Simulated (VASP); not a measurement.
# Cr in VASP: a series of runs

The runs below take Cr through single point, with PBE.

All numbers are computed with VASP 6.6.1; they aren't measurements. Logs are shortened: lines on timing, memory, paths and dates and some standing lists are left out, and cuts for length are marked.

## 1. The cell of the first run

The cell holds a slab with vacuum, 5 atoms: a = 2.849 Å, b = 2.849 Å, c = 21.697 Å, α = 90.00°, β = 90.00°, γ = 90.00°.

## 2. Single point, PBE, collinear spin, ferromagnetic start

Input file INCAR:

```
SYSTEM = Cr
ALGO = Normal ; DIPOL = 0.5 0.5 0.500
EDIFF = 1E-6 ; ENCUT = 520
GGA = PE ; IDIPOL = 3
ISIF = 2 ; ISMEAR = -1
ISPIN = 2 ; LASPH = .True.
LCHARG = .False. ; LDIPOL = .True.
LMAXMIX = 4 ; LORBIT = 11
LREAL = .False. ; LWAVE = .False.
MAGMOM = 2 2 2 2 2 ; NBANDS = 42
NELM = 150 ; PREC = Accurate
SIGMA = 0.1
```

Input file KPOINTS:

```
k-points
0
Gamma
  14 14 1
  0 0 0
```

Input file POSCAR:

```
Cr
1.0
    2.8486260768      0.0000000000      0.0000000000
    0.0000000000      2.8486260768      0.0000000000
    0.0000000000      0.0000000000     21.6973000000
Cr
5
Direct
    0.0000000000      0.0000000000      0.3697908714
    0.5000000000      0.5000000000      0.4324505636
    0.0000000000      0.0000000000      0.5000000043
    0.5000000000      0.5000000000      0.5675494359
    0.0000000000      0.0000000000      0.6302091248
```

Potentials or basis: VASP PAW PBE potentials, release 64 (Cr_pv).

Launch:

```console
$ cat potpaw_PBE.64/Cr_pv/POTCAR > POTCAR
$ mpirun -np 1 vasp_std > vasp.out
```

OUTCAR:

```text
SYSTEM = Cr
   EDIFF = 1E-6
   ENCUT = 520
   GGA = PE
   ISIF = 2
   ISMEAR = -1
   ISPIN = 2
   LASPH = .True.
   LORBIT = 11
   LREAL = .False.
   NELM = 150
   PREC = Accurate

 ion  position               nearest neighbor table
   1  0.000  0.000  0.370-   2 2.43   2 2.43   2 2.43   2 2.43   3 2.83
   2  0.500  0.500  0.432-   1 2.43   1 2.43   1 2.43   1 2.43   3 2.49   3 2.49   3 2.49   3 2.49
                             4 2.93
   3  0.000  0.000  0.500-   4 2.49   4 2.49   4 2.49   4 2.49   2 2.49   2 2.49   2 2.49   2 2.49
                             5 2.83   1 2.83
   4  0.500  0.500  0.568-   5 2.43   5 2.43   5 2.43   5 2.43   3 2.49   3 2.49   3 2.49   3 2.49
                             2 2.93
   5  0.000  0.000  0.630-   4 2.43   4 2.43   4 2.43   4 2.43   3 2.83

  LATTYP: Found a simple tetragonal cell.
 ALAT       =     2.8486260768
 C/A-ratio  =     7.6167595939

  Lattice vectors:

 A1 = (   2.8486260768,   0.0000000000,   0.0000000000)
 A2 = (   0.0000000000,   2.8486260768,   0.0000000000)
 A3 = (   0.0000000000,   0.0000000000,  21.6973000000)

Analysis of symmetry for initial positions (statically):
=====================================================================
 Subroutine PRICEL returns:
 Original cell was already a primitive cell.

 Routine SETGRP: Setting up the symmetry group for a
 simple tetragonal supercell.

 Subroutine GETGRP returns: Found 16 space group operations
 (whereof 16 operations were pure point group operations)
 out of a pool of 16 trial point group operations.

The static configuration has the point symmetry D_4h.

Analysis of symmetry for dynamics (positions and initial velocities):
=====================================================================
 Subroutine PRICEL returns:
 Original cell was already a primitive cell.

 Routine SETGRP: Setting up the symmetry group for a
 simple tetragonal supercell.

 Subroutine GETGRP returns: Found 16 space group operations
 (whereof 16 operations were pure point group operations)
 out of a pool of 16 trial point group operations.

The dynamic configuration has the point symmetry D_4h.

Analysis of structural, dynamic, and magnetic symmetry:
=====================================================================
 Subroutine PRICEL returns:
 Original cell was already a primitive cell.

 Routine SETGRP: Setting up the symmetry group for a
 simple tetragonal supercell.

 Subroutine GETGRP returns: Found 16 space group operations
 (whereof 16 operations were pure point group operations)
 out of a pool of 16 trial point group operations.

The overall configuration has the point symmetry D_4h.

 Subroutine INISYM returns: Found 16 space group operations
 (whereof 16 operations are pure point group operations),
 and found     1 'primitive' translations

----------------------------------------------------------------------------------------

                                     Primitive cell

  volume of cell :     176.0664

  direct lattice vectors                    reciprocal lattice vectors
     2.848626077  0.000000000  0.000000000     0.351046425  0.000000000  0.000000000
     0.000000000  2.848626077  0.000000000     0.000000000  0.351046425  0.000000000
     0.000000000  0.000000000 21.697300000     0.000000000  0.000000000  0.046088684

  length of vectors
     2.848626077  2.848626077 21.697300000     0.351046425  0.351046425  0.046088684

  position of ions in fractional coordinates (direct lattice)
     0.000000000  0.000000000  0.369790871
     0.500000000  0.500000000  0.432450564
     0.000000000  0.000000000  0.500000004
     0.500000000  0.500000000  0.567549436
     0.000000000  0.000000000  0.630209125

  ion indices of the primitive-cell ions
   primitive index   ion index
                 1           1
                 2           2
                 3           3
                 4           4
                 5           5

----------------------------------------------------------------------------------------

 KPOINTS: k-points

Automatic generation of k-mesh.
 Grid dimensions read from file:
 generate k-points for:   14   14    1

 Generating k-lattice:

  Cartesian coordinates                     Fractional coordinates (reciprocal lattice)
     0.025074745  0.000000000  0.000000000     0.071428571  0.000000000  0.000000000
     0.000000000  0.025074745  0.000000000     0.000000000  0.071428571  0.000000000
     0.000000000  0.000000000  0.046088684     0.000000000  0.000000000  1.000000000

  Length of vectors
     0.025074745  0.025074745  0.046088684

  Shift w.r.t. Gamma in fractional coordinates (k-lattice)
     0.000000000  0.000000000  0.000000000

 Subroutine IBZKPT returns following result:
 ===========================================

 Found     36 irreducible k-points:

 Following reciprocal coordinates:
            Coordinates               Weight
  0.000000  0.000000  0.000000      1.000000
  0.071429  0.000000  0.000000      4.000000
  0.142857  0.000000  0.000000      4.000000
  0.214286  0.000000  0.000000      4.000000
  0.285714  0.000000  0.000000      4.000000
  0.357143  0.000000  0.000000      4.000000
[... 16 lines left out ...]
  0.285714  0.214286  0.000000      8.000000
  0.357143  0.214286  0.000000      8.000000
 [... further k-points ...]
   k-points           NKPTS =     36   k-points in BZ     NKDIM =     36   number of bands    NBANDS=     42
   number of dos      NEDOS =    301   number of ions     NIONS =      5
   total plane-waves  NPLWV =  93312
   dimension x,y,z NGX =    24 NGY =   24 NGZ =  162
   dimension x,y,z NGXF=    48 NGYF=   48 NGZF=  324
   ions per type =               5
   NGX,Y,Z   is equivalent  to a cutoff of  14.01, 14.01, 12.41 a.u.
   NGXF,Y,Z  is equivalent  to a cutoff of  28.01, 28.01, 24.83 a.u.
 SYSTEM =  Cr
   PREC   = accura    normal or accurate (medium, high low for compatibility)
   ISTART =      0    job   : 0-new  1-cont  2-samecut
   ICHARG =      2    charge: 1-file 2-atom 10-const
   ISPIN  =      2    spin polarized calculation?
   LNONCOLLINEAR =      F non collinear calculations
   LSORBIT =      F    spin-orbit coupling
   LASPH  =      T    aspherical Exc in radial PAW
   ENCUT  =  520.0 eV  38.22 Ry    6.18 a.u.   5.30  5.30 40.34*2*pi/ulx,y,z
   NELM   =    150;   NELMIN=  2; NELMDL= -5     # of ELM steps
   EDIFF  = 0.1E-05   stopping-criterion for ELM
   LREAL  =      F    real-space projection
   EDIFFG = 0.1E-04   stopping-criterion for IOM
   NSW    =      0    number of steps for IOM
   IBRION =     -1    ionic relax: 0-MD 1-quasi-New 2-CG
   NFREE  =      0    steps in history (QN), initial steepest desc. (CG)
   ISIF   =      2    stress and relaxation
   ISYM   =      2    0-nonsym 1-usesym 2-fastsym
   POTIM  = 0.5000    time-step for ionic-motion
   TEBEG  =    0.0;   TEEND  =   0.0 temperature during run
   PSTRESS=    0.0 pullay stress
   NELECT =      60.0000    total number of electrons
   NUPDOWN=      -1.0000    fix difference up-down
   EMIN   =  10.00;   EMAX   =-10.00  energy-range for DOS
   EFERMI =   0.00;   METHOD = LEGACY
   ISMEAR =    -1;   SIGMA  =   0.10  broadening in eV -4-tet -1-fermi 0-gaus
   EFERMI_NEDOS =   21; number of points for ismear=-14 and -15
   IALGO  =     38    algorithm
   IMIX   =      4    mixing-type and parameters
     AMIX     =   0.40;   BMIX     =  1.00
     AMIX_MAG =   1.60;   BMIX_MAG =  1.00
  volume/ion in A,a.u.               =      35.21       237.63
  Fermi-wavevector in a.u.,A,eV,Ry     =   1.143492  2.160886 17.790617  1.307573
  Thomas-Fermi vector in A             =   2.280187
   LORBIT       =     11    0 simple, 1 ext, 2 COOP (PROOUT), +10 PAW based schemes
   GGA     = PE    functional components
   LHFCALC =     F    Hartree Fock is set to
   AEXX    =    0.0000 exact exchange contribution
   IVDW    =     0    specifies the selected vdW correction
   LEPSILON=     F    determine dielectric tensor
   LRPA    =     F    only Hartree local field effects (RPA)
 spin polarized calculation
  energy-cutoff  :      520.00
  volume of cell :      176.07
 maximum number of plane-waves:      4785
 NGX is ok and might be reduce to    24
   NGX = 11   NGY = 11   NGZ = 81

 number of electron      60.0000000 magnetization      10.0000000

 dipolmoment           0.000000      0.000000      0.000000 electrons x Angstroem

 number of electron      59.9999972 magnetization       3.8473608

 dipolmoment           0.000000      0.000000     -0.000000 electrons x Angstroem

 Free energy of the ion-electron system (eV)
  ---------------------------------------------------
  ext. energy  EPLUGINS =         0.00000000
  ---------------------------------------------------
  free energy    TOTEN  =       -44.50118783 eV

  energy without entropy =      -44.38372449  energy(sigma->0) =      -44.44245616

 E-fermi :   1.2710     XC(G=0):  -5.5277

 val. band max:        1.2677685916   @ k =   0.5000   0.0714   0.0000
 cond. band min:       1.2855747249   @ k =   0.2143   0.2143   0.0000
 fundamental gap:      0.0178061332
 Fermi energy:         1.2709660159

 spin component 1

 k-point     1 :       0.0000    0.0000    0.0000
  band No.  band energies     occupation
      1     -42.8051      1.00000
      2     -42.8008      1.00000
      3     -42.5228      1.00000
      4     -42.5228      1.00000
      5     -42.5207      1.00000
      6     -42.5207      1.00000
[... 34 lines left out ...]
     41       3.4308      0.00000
     42       3.4310      0.00000

 k-point     2 :       0.0714    0.0000    0.0000
  band No.  band energies     occupation
      1     -42.8059      1.00000
      2     -42.8012      1.00000
      3     -42.5311      1.00000
      4     -42.5303      1.00000
      5     -42.5210      1.00000
      6     -42.5190      1.00000
[... 979 lines left out ...]
     41       3.2508      0.00000
     42       3.5556      0.00000

 k-point    24 :       0.3571    0.2143    0.0000
  band No.  band energies     occupation
      1     -42.8064      1.00000
      2     -42.7926      1.00000
      3     -42.6562      1.00000
      4     -42.6550      1.00000
      5     -42.5710      1.00000
      6     -42.5684      1.00000
[... 34 lines left out ...]
     41       3.4759      0.00000
     42       3.7439      0.00000

 [... further k-points ...]

 spin component 2

 k-point     1 :       0.0000    0.0000    0.0000
  band No.  band energies     occupation
      1     -42.3301      1.00000
      2     -42.3068      1.00000
      3     -42.3068      1.00000
      4     -42.3028      1.00000
      5     -42.2755      1.00000
      6     -42.2755      1.00000
[... 34 lines left out ...]
     41       3.9762      0.00000
     42       4.0862      0.00000

 k-point     2 :       0.0714    0.0000    0.0000
  band No.  band energies     occupation
      1     -42.3359      1.00000
      2     -42.3114      1.00000
      3     -42.3072      1.00000
      4     -42.3041      1.00000
      5     -42.2819      1.00000
      6     -42.2740      1.00000
[... 979 lines left out ...]
     41       3.6308      0.00000
     42       4.0737      0.00000

 k-point    24 :       0.3571    0.2143    0.0000
  band No.  band energies     occupation
      1     -42.4460      1.00000
      2     -42.4422      1.00000
      3     -42.3595      1.00000
      4     -42.3432      1.00000
      5     -42.3314      1.00000
      6     -42.2596      1.00000
[... 34 lines left out ...]
     41       3.8314      0.00000
     42       4.2436      0.00000

 [... further k-points ...]

------------------------ aborting loop because EDIFF is reached ----------------------------------------

 vacuum level on the upper side and lower side of the slab       (xc-potential included)         0.000         0.000

  FORCE on cell =-STRESS in cart. coord.  units (eV):
  Direction    XX          YY          ZZ          XY          YZ          ZX
  --------------------------------------------------------------------------------------
  -------------------------------------------------------------------------------------
  Total        0.9096416      0.9096416      0.1137509      0.0000000     -0.0000000      0.0000000
  in kB        8.2775976      8.2775976      1.0351156      0.0000000     -0.0000000      0.0000000
  external PRESSURE =       5.8634370 kB  Pullay stress =       0.0000000 kB

 VOLUME and BASIS-vectors are now :
 -----------------------------------------------------------------------------
  energy-cutoff  :      520.00
  volume of cell :      176.07
      direct lattice vectors                 reciprocal lattice vectors
     2.848626077  0.000000000  0.000000000     0.351046425  0.000000000  0.000000000
     0.000000000  2.848626077  0.000000000     0.000000000  0.351046425  0.000000000
     0.000000000  0.000000000 21.697300000     0.000000000  0.000000000  0.046088684

 POSITION                                       TOTAL-FORCE (eV/Angst)
 -----------------------------------------------------------------------------------
      0.00000      0.00000      8.02346         0.000000      0.000000     -0.037701
      1.42431      1.42431      9.38301        -0.000000      0.000000      0.019567
      0.00000      0.00000     10.84865        -0.000000      0.000000      0.000000
      1.42431      1.42431     12.31429        -0.000000      0.000000     -0.019567
      0.00000      0.00000     13.67384        -0.000000      0.000000      0.037701
 -----------------------------------------------------------------------------------
    total drift:                                0.000000     -0.000000     -0.000009

  FREE ENERGIE OF THE ION-ELECTRON SYSTEM (eV)
  ---------------------------------------------------
  free  energy   TOTEN  =       -44.5011878332 eV

  energy  without entropy=      -44.3837244863  energy(sigma->0) =      -44.44245616

 vacuum level on the upper side and lower side of the slab         4.971         4.971

 total charge

# of ion       s       p       d       tot
------------------------------------------
    1        0.405   6.234   4.164  10.803
    2        0.441   6.387   4.237  11.065
    3        0.428   6.379   4.210  11.017
    4        0.441   6.387   4.237  11.065
    5        0.405   6.234   4.164  10.803
--------------------------------------------------
tot          2.120  31.622  21.011  54.753

 magnetization (x)

# of ion       s       p       d       tot
------------------------------------------
    1        0.032   0.023   2.441   2.497
    2       -0.021  -0.019  -1.404  -1.445
    3        0.015  -0.001   1.263   1.276
    4       -0.021  -0.019  -1.404  -1.445
    5        0.032   0.023   2.441   2.497
--------------------------------------------------
tot          0.036   0.006   3.336   3.378
```

Wall time 43 min (1 thread of Oxide Virtual Turin-like, shared host); peak memory 0.53 GiB.

What came out:

```yaml
Free_energy: -44.5012 eV
Largest_force: 0.038 eV/Å
Net_moment: 3.85 μB per cell
Site_moments: Cr +2.50, -1.45, +1.28 (each value once) μB
Valence_electrons_inside_the_program's_atomic_spheres: Cr 10.80, 11.06, 11.02 (each value once)
```

Forces in eV/Å, atoms in the order of the input:
```
Cr   0.000  0.000 -0.038
Cr   0.000  0.000  0.020
Cr   0.000  0.000  0.000
Cr   0.000  0.000 -0.020
Cr   0.000  0.000  0.038
```

## 3. Single point, PBE, collinear spin, ferromagnetic start

Input file INCAR:

```
SYSTEM = Cr
ALGO = Normal
DIPOL = 0.5 0.5 0.500
EDIFF = 1E-6
ENCUT = 520
GGA = PE
IDIPOL = 3
ISIF = 2
ISMEAR = -1
ISPIN = 2
LASPH = .True.
LCHARG = .True.
LDIPOL = .True.
LELF = .True.
LMAXMIX = 4
LORBIT = 11
LREAL = .False.
LVACPOTAV = .True.
LVHAR = .True.
LWAVE = .False.
MAGMOM = 2 2 2 2 2
NBANDS = 42
NELM = 150
PREC = Accurate
SIGMA = 0.1
```

KPOINTS is that of step 2.

Input file POSCAR:

```
Cr
1.0
    2.8486260768      0.0000000000      0.0000000000
    0.0000000000      2.8486260768      0.0000000000
    0.0000000000      0.0000000000     21.6973000000
Cr
5
Direct
    0.0000000000      0.0000000000      0.3687105735
    0.5000000000      0.5000000000      0.4343552865
    0.0000000000      0.0000000000      0.5000000000
    0.5000000000      0.5000000000      0.5656447135
    0.0000000000      0.0000000000      0.6312894265
```

Potentials or basis: VASP PAW PBE potentials, release 64 (Cr_pv).

Launch:

```console
$ cat potpaw_PBE.64/Cr_pv/POTCAR > POTCAR
$ mpirun -np 1 vasp_std > vasp.out
```

It took 24 min on 1 thread of Oxide Virtual Turin-like, shared host; peak memory 0.53 GiB.

Results (log left out):

- Free energy: -44.4727 eV
- Largest force: 0.598 eV/Å
- Net moment: 3.96 μB per cell
- Site moments: Cr +2.63, -1.48, +1.15 (each value once) μB
- Valence electrons inside the program's atomic spheres: Cr 10.76, 11.05, 11.06 (each value once)

Forces on the atoms (eV/Å):
```
Cr   0.000  0.000  0.239
Cr   0.000  0.000 -0.598
Cr   0.000  0.000  0.000
Cr   0.000  0.000  0.598
Cr   0.000  0.000 -0.239
```

Levels at points of the mesh, in eV from the Fermi level:
Spin up:
```
           k point  band 30  band 31  band 32  band 33  band 34  band 35
(0.00, 0.00, 0.00)    -0.84    -0.84    -0.66    -0.29    -0.19     0.13
(0.50, 0.00, 0.00)    -0.25    -0.20    -0.12     0.29     0.66     1.01
(0.50, 0.50, 0.00)     0.40     0.81     0.81     1.03     1.03     1.23
```
Spin down:
| k point | band 25 | band 26 | band 27 | band 28 | band 29 | band 30 | band 31 | band 32 |
| --- | --- | --- | --- | --- | --- | --- | --- | --- |
| (0.00, 0.00, 0.00) | -0.78 | -0.78 | -0.69 | -0.67 | -0.14 | 0.50 | 0.55 | 0.55 |
| (0.50, 0.00, 0.00) | -0.71 | -0.70 | -0.63 | -0.44 | 0.53 | 0.65 | 0.93 | 1.00 |
| (0.50, 0.50, 0.00) | -1.23 | -1.23 | -0.08 | -0.08 | 1.07 | 1.10 | 1.28 | 1.36 |
